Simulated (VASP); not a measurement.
Input of a VASP 6.6.1 run:

File INCAR:

```
  PREC = Accurate
  ENCUT = 520
  EDIFF = 1E-8
  ISMEAR = -1
  SIGMA = 0.08
  LREAL = False
  LASPH = True
  NELM = 150
  ALGO = Normal
  ISIF = 2
  LWAVE = False
  LCHARG = False
  ISPIN = 2
  MAGMOM = 2.1
  LORBIT = 11
  LMAXMIX = 4
  GGA = PS
  NBANDS = 14
  IBRION = 8
  NSW = 1
```

File KPOINTS:

```
regular mesh
0
Gamma
  24 24 24
```

The input POSCAR:

```
Fe
1.0
   -1.3933750065      1.3933750065      1.3933750065
    1.3933750065     -1.3933750065      1.3933750065
    1.3933750065      1.3933750065     -1.3933750065
Fe
1
Direct
    0.0000000000      0.0000000000      0.0000000000
```

Potentials or basis: VASP PAW PBE potentials, release 64 (Fe).

Run with:

```bash
$ cat potpaw_PBE.64/Fe/POTCAR > POTCAR
$ mpirun -np 1 vasp_std > vasp.out
```

Problem. Estimate the net moment.

Solution. 2.10 μB per cell.

Problem. Predict the site moments.

Solution. Fe +2.08 μB.
